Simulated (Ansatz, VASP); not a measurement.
# One calculation of TaN, two programs

```
Ta N
1.0
     3.08050    0.00000    0.00000
     0.00000    4.34567    0.00000
     0.00000    0.00000    3.22335
Ta N
2 2
Cartesian
  1.5403 2.1728 2.2520
  0.0000 0.0000 0.9713
  0.0000 2.1728 0.6503
  1.5403 0.0000 2.5730
```

Change from the starting cell: species swapped into the CrN type (Pmmn, No. 59).

Alike in both runs: functional PBE; k mesh 16 × 12 × 14; occupations gaussian, width 0.1 eV; no spin polarisation.

Ansatz relaxed the structure, and its values are those at the end. VASP's run is a single point on that final structure, the one shown.

|  | VASP | Ansatz |
| --- | --- | --- |
| version | VASP 6.6.1 | Ansatz 0.2.0 |
| potentials or method | VASP PAW PBE potentials, release 64 (Ta_pv, N), cutoff 520 eV | scalar-relativistic, plane waves, PAW |
| valence electrons in the cell | 32 | 36 |

VASP gave:

- gap on the k mesh at the Fermi level (eV): none
- pressure (GPa): 0.8
- rms of the force components (eV/Å): 0.004

Task: Estimate Ansatz's values.

Result: gap on the k mesh at the Fermi level (eV): none; pressure (GPa): 0.0; rms of the force components (eV/Å): 0.000.

A gap of «none» marks a metal or a gap that the smearing closes. VASP's potentials hold 32 valence electrons a cell and Ansatz's 36, so a difference there can come from the potentials and not from the codes.

Spin-orbit coupling is off throughout.
